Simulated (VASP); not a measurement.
Input of a VASP 6.6.1 run:

File INCAR:

```
PREC = Accurate
ENCUT = 520
EDIFF = 1E-6
ISMEAR = 0
SIGMA = 0.1
LREAL = False
LASPH = True
NELM = 60
ALGO = Fast
ISIF = 2
LWAVE = False
LCHARG = False
GGA = PE
NBANDS = 18
```

Contents of KPOINTS:

```
Automatic mesh
0
Gamma
  15 15 8
```

File POSCAR:

```
Sc
1.0
    3.2543392096      0.0000000000      0.0000000000
   -1.6271696048      2.8183404280      0.0000000000
    0.0000000000      0.0000000000      5.0490987805
Sc
2
Direct
    0.3333333333      0.6666666667      0.2500000000
    0.6666666667      0.3333333333      0.7500000000
```

Potentials or basis: VASP PAW PBE potentials, release 64 (Sc_sv).

Run with:

```console
$ cat potpaw_PBE.64/Sc_sv/POTCAR > POTCAR
$ mpirun -np 1 vasp_std > vasp.out
```

Predict the band gap on the k mesh.

zero (band 11 reaches 5.09 eV, above the bottom of band 12 at 3.47 eV).

What does it give for the pressure?

3.8 GPa.
